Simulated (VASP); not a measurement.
A run of VASP 6.6.1:

Contents of INCAR:

```
  PREC = Accurate
  ENCUT = 520
  EDIFF = 1E-8
  ISMEAR = 0
  SIGMA = 0.01
  LREAL = False
  LASPH = True
  NELM = 60
  ALGO = Normal
  ISIF = 2
  LWAVE = False
  LCHARG = False
  GGA = PE
  LEPSILON = True
```

Contents of KPOINTS:

```
Automatic mesh
0
Gamma
  5 5 5
```

Contents of POSCAR:

```
GaN
1.0
    0.0000000000      2.2535006100      2.2535006100
    2.2535006100      0.0000000000      2.2535006100
    2.2535006100      2.2535006100      0.0000000000
Ga N
1 1
Direct
    0.0000000000      0.0000000000      0.0000000000
    0.7500000000      0.7500000000      0.7500000000
```

Potentials or basis: VASP PAW PBE potentials, release 64 (Ga_d, N).

The run is started by

```console
$ cat potpaw_PBE.64/Ga_d/POTCAR potpaw_PBE.64/N/POTCAR > POTCAR
$ mpirun -np 1 vasp_std > vasp.out
```

Hardware: 1 thread of AMD EPYC 9R45 96-Core Processor (Zen 5), on a shared host.

Question: Estimate the wall time of this run.

Answer: It took 35 s on 1 thread of AMD EPYC 9R45 96-Core Processor (Zen 5) (shared host), peak memory 0.12 GiB. Counts: scf iterations 133, k points 10.
